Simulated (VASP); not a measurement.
# Fe (P6_3/mmc) in VASP: a series of runs

The runs below take Fe through single point, with LDA.

Program: VASP 6.6.1. These are calculated values, not measurements. Logs are shortened: lines on timing, memory, paths and dates and some standing lists are left out, and cuts for length are marked.

### Step 1. The cell of the first run

It takes space group P6_3/mmc (No. 194, hexagonal). The conventional cell has a = 2.418 Å, b = 2.418 Å, c = 3.816 Å, α = 90.00°, β = 90.00°, γ = 120.00°. Within 3.1 Å of Fe (site symmetry -6m2) lie 12 Fe at 2.36 to 2.42 Å.

This isn't the form of Fe at room conditions, which is bcc.

### Step 2. Single point, LDA, collinear spin, ferromagnetic start (9.66 Å³/atom)

INCAR reads:

```
PREC = Accurate ; ENCUT = 520
EDIFF = 1E-6 ; ISMEAR = -1
SIGMA = 0.05 ; LREAL = False
LASPH = True ; NELM = 150
ALGO = Fast ; ISIF = 2
LWAVE = False ; LCHARG = False
ISPIN = 2 ; MAGMOM = 3 3
LORBIT = 11 ; LMAXMIX = 4
GGA = CA ; NBANDS = 19
```

KPOINTS reads:

```
regular mesh
0
Gamma
  12 12 7
```

POSCAR reads:

```
Fe
1.0
    2.4178204650      0.0000000000      0.0000000000
   -1.2089102325      2.0938939445      0.0000000000
    0.0000000000      0.0000000000      3.8161488980
Fe
2
Direct
    0.6666666667      0.3333333333      0.7500000000
    0.3333333333      0.6666666667      0.2500000000
```

Potentials or basis: VASP PAW LDA potentials, release 64 (Fe).

The run is started by

```bash
cat potpaw_LDA.64/Fe/POTCAR > POTCAR
mpirun -np 1 vasp_std > vasp.out
```

OUTCAR:

```text
PREC = Accurate
   ENCUT = 520
   EDIFF = 1E-6
   ISMEAR = -1
   LREAL = False
   LASPH = True
   NELM = 150
   ISIF = 2
   ISPIN = 2
   LORBIT = 11
   GGA = CA

 ion  position               nearest neighbor table
   1  0.667  0.333  0.750-   2 2.36   2 2.36   2 2.36   2 2.36   2 2.36   2 2.36
   2  0.333  0.667  0.250-   1 2.36   1 2.36   1 2.36   1 2.36   1 2.36   1 2.36

  LATTYP: Found a hexagonal cell.
 ALAT       =     2.4178204650
 C/A-ratio  =     1.5783425417

  Lattice vectors:

 A1 = (   2.4178204650,   0.0000000000,   0.0000000000)
 A2 = (  -1.2089102325,   2.0938939445,   0.0000000000)
 A3 = (   0.0000000000,   0.0000000000,   3.8161488980)

Analysis of symmetry for initial positions (statically):
=====================================================================
 Subroutine PRICEL returns:
 Original cell was already a primitive cell.

 Routine SETGRP: Setting up the symmetry group for a
 hexagonal supercell.

 Subroutine GETGRP returns: Found 24 space group operations
 (whereof 12 operations were pure point group operations)
 out of a pool of 24 trial point group operations.

The static configuration has the point symmetry D_3d.
 The point group associated with its full space group is D_6h.

Analysis of symmetry for dynamics (positions and initial velocities):
=====================================================================
 Subroutine PRICEL returns:
 Original cell was already a primitive cell.

 Routine SETGRP: Setting up the symmetry group for a
 hexagonal supercell.

 Subroutine GETGRP returns: Found 24 space group operations
 (whereof 12 operations were pure point group operations)
 out of a pool of 24 trial point group operations.

The dynamic configuration has the point symmetry D_3d.
 The point group associated with its full space group is D_6h.

Analysis of structural, dynamic, and magnetic symmetry:
=====================================================================
 Subroutine PRICEL returns:
 Original cell was already a primitive cell.

 Routine SETGRP: Setting up the symmetry group for a
 hexagonal supercell.

 Subroutine GETGRP returns: Found 24 space group operations
 (whereof 12 operations were pure point group operations)
 out of a pool of 24 trial point group operations.

The overall configuration has the point symmetry D_3d.
 The point group associated with its full space group is D_6h.

 Subroutine INISYM returns: Found 24 space group operations
 (whereof 12 operations are pure point group operations),
 and found     1 'primitive' translations

----------------------------------------------------------------------------------------

                                     Primitive cell

  volume of cell :      19.3199

  direct lattice vectors                    reciprocal lattice vectors
     2.417820465  0.000000000  0.000000000     0.413595639  0.238789553  0.000000000
    -1.208910233  2.093893944  0.000000000     0.000000000  0.477579107  0.000000000
     0.000000000  0.000000000  3.816148898     0.000000000  0.000000000  0.262044283

  length of vectors
     2.417820465  2.417820465  3.816148898     0.477579107  0.477579107  0.262044283

  position of ions in fractional coordinates (direct lattice)
     0.666666667  0.333333333  0.750000000
     0.333333333  0.666666667  0.250000000

  ion indices of the primitive-cell ions
   primitive index   ion index
                 1           1
                 2           2

----------------------------------------------------------------------------------------

 KPOINTS: regular mesh

Automatic generation of k-mesh.
 Grid dimensions read from file:
 generate k-points for:   12   12    7

 Generating k-lattice:

  Cartesian coordinates                     Fractional coordinates (reciprocal lattice)
     0.034466303  0.019899129  0.000000000     0.083333333 -0.000000000  0.000000000
     0.000000000  0.039798259  0.000000000     0.000000000  0.083333333  0.000000000
     0.000000000  0.000000000  0.037434898     0.000000000  0.000000000  0.142857143

  Length of vectors
     0.039798259  0.039798259  0.037434898

  Shift w.r.t. Gamma in fractional coordinates (k-lattice)
     0.000000000  0.000000000  0.000000000

 Subroutine IBZKPT returns following result:
 ===========================================

 Found     76 irreducible k-points:

 Following reciprocal coordinates:
            Coordinates               Weight
  0.000000  0.000000  0.000000      1.000000
  0.083333 -0.000000  0.000000      6.000000
  0.166667 -0.000000  0.000000      6.000000
  0.250000 -0.000000  0.000000      6.000000
  0.333333  0.000000  0.000000      6.000000
  0.416667 -0.000000  0.000000      6.000000
[... 16 lines left out ...]
  0.250000 -0.000000  0.142857     12.000000
  0.333333  0.000000  0.142857     12.000000
 [... further k-points ...]
   k-points           NKPTS =     76   k-points in BZ     NKDIM =     76   number of bands    NBANDS=     19
   number of dos      NEDOS =    301   number of ions     NIONS =      2
   total plane-waves  NPLWV =   9072
   dimension x,y,z NGX =    18 NGY =   18 NGZ =   28
   dimension x,y,z NGXF=    36 NGYF=   36 NGZF=   56
   ions per type =               2
   NGX,Y,Z   is equivalent  to a cutoff of  12.38, 12.38, 12.20 a.u.
   NGXF,Y,Z  is equivalent  to a cutoff of  24.75, 24.75, 24.40 a.u.
 SYSTEM =  unknown system
   PREC   = accura    normal or accurate (medium, high low for compatibility)
   ISTART =      0    job   : 0-new  1-cont  2-samecut
   ICHARG =      2    charge: 1-file 2-atom 10-const
   ISPIN  =      2    spin polarized calculation?
   LNONCOLLINEAR =      F non collinear calculations
   LSORBIT =      F    spin-orbit coupling
   LASPH  =      T    aspherical Exc in radial PAW
   ENCUT  =  520.0 eV  38.22 Ry    6.18 a.u.   4.50  4.50  7.10*2*pi/ulx,y,z
   NELM   =    150;   NELMIN=  2; NELMDL= -5     # of ELM steps
   EDIFF  = 0.1E-05   stopping-criterion for ELM
   LREAL  =      F    real-space projection
   EDIFFG = 0.1E-04   stopping-criterion for IOM
   NSW    =      0    number of steps for IOM
   IBRION =     -1    ionic relax: 0-MD 1-quasi-New 2-CG
   NFREE  =      0    steps in history (QN), initial steepest desc. (CG)
   ISIF   =      2    stress and relaxation
   ISYM   =      2    0-nonsym 1-usesym 2-fastsym
   POTIM  = 0.5000    time-step for ionic-motion
   TEBEG  =    0.0;   TEEND  =   0.0 temperature during run
   PSTRESS=    0.0 pullay stress
   NELECT =      16.0000    total number of electrons
   NUPDOWN=      -1.0000    fix difference up-down
   EMIN   =  10.00;   EMAX   =-10.00  energy-range for DOS
   EFERMI =   0.00;   METHOD = LEGACY
   ISMEAR =    -1;   SIGMA  =   0.05  broadening in eV -4-tet -1-fermi 0-gaus
   EFERMI_NEDOS =   21; number of points for ismear=-14 and -15
   IALGO  =     68    algorithm
   IMIX   =      4    mixing-type and parameters
     AMIX     =   0.40;   BMIX     =  1.00
     AMIX_MAG =   1.60;   BMIX_MAG =  1.00
  volume/ion in A,a.u.               =       9.66        65.19
  Fermi-wavevector in a.u.,A,eV,Ry     =   1.537376  2.905220 32.157716  2.363525
  Thomas-Fermi vector in A             =   2.643894
   LORBIT       =     11    0 simple, 1 ext, 2 COOP (PROOUT), +10 PAW based schemes
   GGA     = CA    functional components
   LHFCALC =     F    Hartree Fock is set to
   AEXX    =    0.0000 exact exchange contribution
   IVDW    =     0    specifies the selected vdW correction
   LEPSILON=     F    determine dielectric tensor
   LRPA    =     F    only Hartree local field effects (RPA)
 spin polarized calculation
 RMM-DIIS sequential band-by-band and
  energy-cutoff  :      520.00
  volume of cell :       19.32
 maximum number of plane-waves:       537
 NGX is ok and might be reduce to    18
   NGX =  9   NGY =  9   NGZ = 15

 number of electron      15.9999996 magnetization       0.0046121

 number of electron      15.9999996 magnetization      -0.0001390

 Free energy of the ion-electron system (eV)
  ---------------------------------------------------
  ext. energy  EPLUGINS =         0.00000000
  ---------------------------------------------------
  free energy    TOTEN  =       -18.83333161 eV

  energy without entropy =      -18.81465812  energy(sigma->0) =      -18.82399486

 E-fermi :   7.4234     XC(G=0): -14.3857

 val. band max:        7.4232527626   @ k =   0.3333   0.2500   0.2857
 cond. band min:       7.4527365781   @ k =   0.3333   0.0833   0.2857
 fundamental gap:      0.0294838154
 Fermi energy:         7.4233586760

 spin component 1

 k-point     1 :       0.0000    0.0000    0.0000
  band No.  band energies     occupation
      1      -1.7761      1.00000
      2       2.1248      1.00000
      3       5.5949      1.00000
      4       5.5949      1.00000
      5       5.7465      1.00000
      6       6.1065      1.00000
[... 11 lines left out ...]
     18      34.5366      0.00000
     19      35.3928      0.00000
[... 485 lines left out ...]
 k-point    24 :       0.3333    0.0000    0.1429
  band No.  band energies     occupation
      1       1.6489      1.00000
      2       3.0406      1.00000
      3       3.5623      1.00000
      4       4.5173      1.00000
      5       5.6160      1.00000
      6       5.6893      1.00000
[... 11 lines left out ...]
     18      31.9644      0.00000
     19      33.7288      0.00000

 [... further k-points ...]

 spin component 2

 k-point     1 :       0.0000    0.0000    0.0000
  band No.  band energies     occupation
      1      -1.7760      1.00000
      2       2.1247      1.00000
      3       5.5946      1.00000
      4       5.5946      1.00000
      5       5.7462      1.00000
      6       6.1062      1.00000
[... 11 lines left out ...]
     18      34.5365      0.00000
     19      35.3928      0.00000
[... 485 lines left out ...]
 k-point    24 :       0.3333    0.0000    0.1429
  band No.  band energies     occupation
      1       1.6489      1.00000
      2       3.0403      1.00000
      3       3.5621      1.00000
      4       4.5171      1.00000
      5       5.6157      1.00000
      6       5.6890      1.00000
[... 11 lines left out ...]
     18      31.9644      0.00000
     19      33.7286      0.00000

 [... further k-points ...]
[... 5 lines left out ...]
  --------------------------------------------------------------------------------------
  -------------------------------------------------------------------------------------
  Total       -0.6065398     -0.6065398     -0.4465471      0.0000000      0.0000000      0.0000000
  in kB      -50.2997554    -50.2997554    -37.0317163      0.0000000      0.0000000      0.0000000
  external PRESSURE =     -45.8770757 kB  Pullay stress =       0.0000000 kB

 VOLUME and BASIS-vectors are now :
 -----------------------------------------------------------------------------
  energy-cutoff  :      520.00
  volume of cell :       19.32
      direct lattice vectors                 reciprocal lattice vectors
     2.417820465  0.000000000  0.000000000     0.413595639  0.238789553  0.000000000
    -1.208910233  2.093893944  0.000000000     0.000000000  0.477579107  0.000000000
     0.000000000  0.000000000  3.816148898     0.000000000  0.000000000  0.262044283

 POSITION                                       TOTAL-FORCE (eV/Angst)
 -----------------------------------------------------------------------------------
      1.20891      0.69796      2.86211        -0.000000      0.000000      0.000000
     -0.00000      1.39593      0.95404         0.000000     -0.000000      0.000000
 -----------------------------------------------------------------------------------
    total drift:                                0.000000     -0.000000     -0.000000

  FREE ENERGIE OF THE ION-ELECTRON SYSTEM (eV)
  ---------------------------------------------------
  free  energy   TOTEN  =       -18.8333316073 eV

  energy  without entropy=      -18.8146581189  energy(sigma->0) =      -18.82399486

 total charge

# of ion       s       p       d       tot
------------------------------------------
    1        0.564   0.687   6.411   7.661
    2        0.564   0.687   6.411   7.661
--------------------------------------------------
tot          1.127   1.374  12.821  15.322

 magnetization (x)

# of ion       s       p       d       tot
------------------------------------------
    1        0.000   0.000  -0.000  -0.000
    2        0.000   0.000  -0.000  -0.000
--------------------------------------------------
tot          0.000   0.000  -0.000  -0.000
```

Run time: 67 s. Hardware: 1 thread of Intel Xeon 8259CL, shared host; peak memory 0.16 GiB.

What came out:

* Free energy: -18.8333 eV
* Pressure: -4.6 GPa
* Band gap on the k mesh: zero (filled and empty bands overlap)
* Net moment: 0.00 μB per cell
* Valence electrons inside the program's atomic spheres: Fe 7.66

Caveat: the cell stands under tension.

### Step 3. Single point, LDA, collinear spin, ferromagnetic start (9.86 Å³/atom)

This run uses another cell than the first one, of 9.86 Å³/atom.

INCAR reads:

```
  ALGO = Normal
  EDIFF = 1E-6
  ENCUT = 520
  ISIF = 2
  ISMEAR = -1
  ISPIN = 2
  LASPH = True
  LCHARG = False
  LMAXMIX = 4
  LORBIT = 11
  LREAL = False
  LWAVE = False
  MAGMOM = 3 3
  NBANDS = 19
  NELM = 150
  PREC = Accurate
  SIGMA = 0.05
```

KPOINTS reads:

```
k-points
0
Gamma
  12 12 7
```

POSCAR reads:

```
Fe
1.0
    2.4341575853      0.0000000000      0.0000000000
   -1.2170787927      2.1080423057      0.0000000000
    0.0000000000      0.0000000000      3.8419344700
Fe
2
Direct
    0.6666666667      0.3333333333      0.7500000000
    0.3333333333      0.6666666667      0.2500000000
```

Potentials or basis: VASP PAW LDA potentials, release 64 (Fe).

The run is started by

```bash
cat potpaw_LDA.64/Fe/POTCAR > POTCAR
mpirun -np 1 vasp_std > vasp.out
```

It took 55 s on 1 thread of Intel Xeon 8259CL, shared host; peak memory 0.15 GiB.

It converged, with:

* Free energy: -18.8146 eV
* Pressure: -10.8 GPa
* Band gap on the k mesh: zero (filled and empty bands overlap)
* Net moment: 0.00 μB per cell
* Valence electrons inside the program's atomic spheres: Fe 7.61

Stress tensor (GPa, compression positive):
```
-11.12   0.00   0.00
  0.00 -11.12   0.00
  0.00   0.00 -10.14
```

Levels at points of the mesh, in eV from the Fermi level:
Spin up:
| k point | band 6 | band 7 | band 8 | band 9 | band 10 | band 11 |
| --- | --- | --- | --- | --- | --- | --- |
| (0.00, 0.00, 0.00) | -1.28 | -1.28 | -0.92 | -0.92 | 0.62 | 0.73 |
| (0.50, 0.00, 0.00) | -1.61 | -1.14 | 0.83 | 1.07 | 1.12 | 2.80 |
Spin down:
```
           k point  band 5  band 6  band 7  band 8  band 9  band 10  band 11  band 12
(0.00, 0.00, 0.00)   -1.63   -1.28   -1.28   -0.92   -0.92     0.62     0.73     0.73
(0.50, 0.00, 0.00)   -2.09   -1.61   -1.14    0.83    1.08     1.12     2.80     5.01
```

Caveat: the cell stands under tension.

### Step 4. Single point, LDA, collinear spin, ferromagnetic start (10.05 Å³/atom)

This run uses another cell than the first one, of 10.05 Å³/atom.

INCAR reads:

```
ALGO     = Fast           # electronic algorithm
EDIFF    = 1E-6           # SCF threshold, eV
ENCUT    = 520            # plane-wave cutoff, eV
GGA      = CA             # functional
ISIF     = 2              # what is computed and relaxed
ISMEAR   = -1             # smearing method
ISPIN    = 2              # spin polarisation
LASPH    = T              # aspherical terms in the spheres
LCHARG   = T              # write CHGCAR
LELF     = T              # ELF
LMAXMIX  = 4              # l up to which the mixer works
LORBIT   = 11             # projections on sites
LREAL    = F              # projectors in reciprocal space
LVHAR    = T            
LWAVE    = F              # write WAVECAR
MAGMOM   = 3 3            # initial moments
NBANDS   = 19             # bands
NELM     = 150            # most SCF steps
PREC     = Accurate       # precision mode
SIGMA    = 0.05           # smearing width, eV
```

KPOINTS is that of step 3.

POSCAR reads:

```
Fe
1.0
    2.4502783040      0.0000000000      0.0000000000
   -1.2251391521      2.1220032576      0.0000000000
    0.0000000000      0.0000000000      3.8673784861
Fe
2
Direct
    0.6666666667      0.3333333333      0.7500000000
    0.3333333333      0.6666666667      0.2500000000
```

The run is started by

```bash
cat potpaw_LDA.64/Fe/POTCAR > POTCAR
mpirun -np 1 vasp_std > vasp.out
```

Run time: 69 s. Hardware: 1 thread of Intel Xeon 8259CL, shared host; peak memory 0.15 GiB.

It converged, with:

| Item | Value |
| --- | --- |
| Free energy | -18.7812 eV |
| Pressure | -16.5 GPa |
| Band gap on the k mesh | zero (filled and empty bands overlap) |
| Net moment | 0.00 μB per cell |
| Valence electrons inside the program's atomic spheres | Fe 7.55 |

Stress tensor (GPa, compression positive):
```
-16.69   0.00   0.00
  0.00 -16.69   0.00
  0.00   0.00 -16.03
```

Levels at points of the mesh, in eV from the Fermi level:
Spin up:
```tsv
k point	band 4	band 5	band 6	band 7	band 8	band 9	band 10	band 11	band 12	band 13
(0.00, 0.00, 0.00)	-1.72	-1.58	-1.24	-1.24	-0.90	-0.90	0.61	0.71	0.71	8.93
(0.50, 0.00, 0.00)	-2.07	-2.03	-1.56	-1.11	0.81	1.04	1.09	2.73	4.90	11.40
```
Spin down:
```tsv
k point	band 4	band 5	band 6	band 7	band 8	band 9	band 10	band 11	band 12	band 13
(0.00, 0.00, 0.00)	-1.72	-1.58	-1.24	-1.24	-0.90	-0.90	0.61	0.71	0.71	8.93
(0.50, 0.00, 0.00)	-2.07	-2.03	-1.56	-1.11	0.81	1.04	1.09	2.73	4.90	11.40
```

Caveat: the cell stands under tension.
